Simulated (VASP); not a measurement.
A run of VASP 6.6.1:

The input INCAR:

```
  PREC = Accurate
  ENCUT = 520
  EDIFF = 1E-7
  ISMEAR = 0
  SIGMA = 0.1
  LREAL = F
  LASPH = T
  NELM = 100
  ALGO = Normal
  ISIF = 2
  LWAVE = F
  LCHARG = T
  GGA = PE
  LELF = T
  LVHAR = T
  NBANDS = 18
```

The input KPOINTS:

```
Automatic mesh
0
Gamma
  14 14 10
```

POSCAR

```
P
1.0
    1.6335487891     -4.9875107395      0.0000000000
    1.6335487891      4.9875107395      0.0000000000
    0.0000000000      0.0000000000      4.0746517139
P
4
Direct
    0.1111792964      0.8888207036      0.9339484716
    0.6111792964      0.3888207036      0.5660515284
    0.8888207036      0.1111792964      0.0660515284
    0.3888207036      0.6111792964      0.4339484716
```

Potentials or basis: VASP PAW PBE potentials, release 64 (P).

Command:

```console
$ cat potpaw_PBE.64/P/POTCAR > POTCAR
$ mpirun -np 1 vasp_std > vasp.out
```

Hardware: 1 thread of Intel Xeon 8259CL, with other jobs on the host.

**Question.** Estimate the wall time of this run.

**Answer.** Wall time 10 min on 1 thread of Intel Xeon 8259CL (shared host), peak memory 0.41 GiB. Counts: scf iterations 13, k points 342.
